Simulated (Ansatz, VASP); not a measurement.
**One calculation of Hf2SiOF2, two programs**

INCAR

```
SYSTEM = Hf2SiOF2
PREC = Accurate ; ENCUT = 520
EDIFF = 1E-6 ; ISMEAR = 0
SIGMA = 0.1 ; LREAL = .FALSE.
LASPH = .TRUE. ; NELM = 80
ALGO = Normal ; ISIF = 2
LWAVE = .FALSE. ; LCHARG = .FALSE.
GGA = PE ; NBANDS = 31
```

KPOINTS

```
regular mesh
0
G
  4 4 4
  0 0 0
```

Contents of POSCAR:

```
Hf2SiOF2
1.0
    3.8979890100      0.0000000000      0.0000000000
    0.0000000000      3.8979890100      0.0000000000
    0.0000000000      0.0000000000      4.9567257500
Hf Si O F
2 1 1 2
Direct
    0.5000000000      0.5000000000      0.7211725700
    0.5000000000      0.5000000000      0.2788274300
    0.0000000000      0.0000000000      0.5000000000
    0.0000000000      0.0000000000      0.0000000000
    0.5000000000      0.0000000000      0.0000000000
    0.0000000000      0.5000000000      0.0000000000
```

Input for Ansatz:

```yaml
crystal:
  lattice:
    - [3.89798901, 0.0, 0.0]
    - [0.0, 3.89798901, 0.0]
    - [0.0, 0.0, 4.95672575]
  atoms:
    - { symbol: Hf, position: [0.5, 0.5, 0.72117257] }
    - { symbol: Hf, position: [0.5, 0.5, 0.27882743] }
    - { symbol: Si, position: [0.0, 0.0, 0.5] }
    - { symbol: O, position: [0.0, 0.0, 0.0] }
    - { symbol: F, position: [0.5, 0.0, 0.0] }
    - { symbol: F, position: [0.0, 0.5, 0.0] }
basis:
  ecutwfc: 420
kpoints:
  mp_grid: { grid: [4, 4, 4] }
hamiltonian:
  xc: pbe
scf:
  occupations: { method: gaussian, width: 0.1 }
  lower_state_search: "off"
output:
  forces: true
  stress: true
  eigenvalues: true
```

Change from the starting cell: species swapped into the CeSi2Mo2C type (P4/mmm, No. 123).

Alike in both runs: task single point; functional PBE; k mesh 4 × 4 × 4; occupations gaussian, width 0.1 eV; no spin polarisation.

|  | VASP | Ansatz |
| --- | --- | --- |
| version | VASP 6.6.1 | Ansatz 0.2.0 |
| potentials or method | VASP PAW PBE potentials, release 64 (Hf_pv, Si, O, F), cutoff 520 eV | scalar-relativistic, plane waves, PAW |
| valence electrons in the cell | 44 | 76 |

VASP gave:

```
gap on the k mesh at the Fermi level (eV)                     : none
pressure (GPa)                                                : 26.2
traceless stress, the component that is largest in VASP (GPa) : 16.58
rms of the force components (eV/Å)                            : 3.286
```

Question: Which values does Ansatz return?

Answer: gap on the k mesh at the Fermi level (eV): none; pressure (GPa): 27.7; traceless stress, the component that is largest in VASP (GPa): 17.31; rms of the force components (eV/Å): 3.320.

Atom by atom the forces differ by 0.034 eV/Å (rms over components). A gap of «none» marks a metal or a gap that the smearing closes. With one functional, cell and mesh, what is left measures potentials, basis and numerics. VASP's potentials hold 44 valence electrons a cell and Ansatz's 76, so a difference there can come from the potentials and not from the codes.

The k mesh is coarse, so the values compare programs but aren't converged. Spin-orbit coupling is off throughout.
